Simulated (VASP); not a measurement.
Here is a VASP 6.6.1 calculation.

The input INCAR:

```
SYSTEM = Al
PREC = Accurate
ENCUT = 520
EDIFF = 1E-6
ISMEAR = 0
SIGMA = 0.15
LREAL = .False.
LASPH = .True.
NELM = 80
ALGO = Fast
ISIF = 2
LWAVE = .False.
LCHARG = .False.
GGA = PS
NBANDS = 22
```

The input KPOINTS:

```
Automatic mesh
0
Gamma
  10 10 10
  0 0 0
```

POSCAR

```
Al
1.0
   -4.0037722974      4.0233891640     -0.0149902403
   -4.0297818742     -0.0409998171      4.0734568682
    0.0637839492      4.0721828729      4.0962410003
Al
8
Direct
   -0.0102876217     -0.0047228877     -0.0190775844
    0.4841978171      0.0148375104      0.0004144351
   -0.0157459599      0.5155301282      0.0053824872
    0.0110160742     -0.0165101771      0.5037279165
    0.5335291974      0.5234263496     -0.0082568569
    0.4808485188     -0.0125753203      0.4989251746
   -0.0175797888      0.4723177782      0.5581178862
    0.5340217628      0.5076966187      0.4607665416
```

Potentials or basis: VASP PAW PBE potentials, release 64 (Al).

Launch:

```console
$ cat potpaw_PBE.64/Al/POTCAR > POTCAR
$ mpirun -np 1 vasp_std > vasp.out
```

(1) Predict the pressure.

(2) Estimate the band gap on the k mesh.

(3) What does it give for the largest force?

Answers

(1) -0.2 GPa.

(2) zero (bands 12 and 13 overlap by 2.79 eV).

(3) 1.776 eV/Å.

Caveat: the cell differs from its parent crystal (atoms moved at random and the cell strained at random); the PAW data sets were made with another functional, which shifts forces and pressure a little.
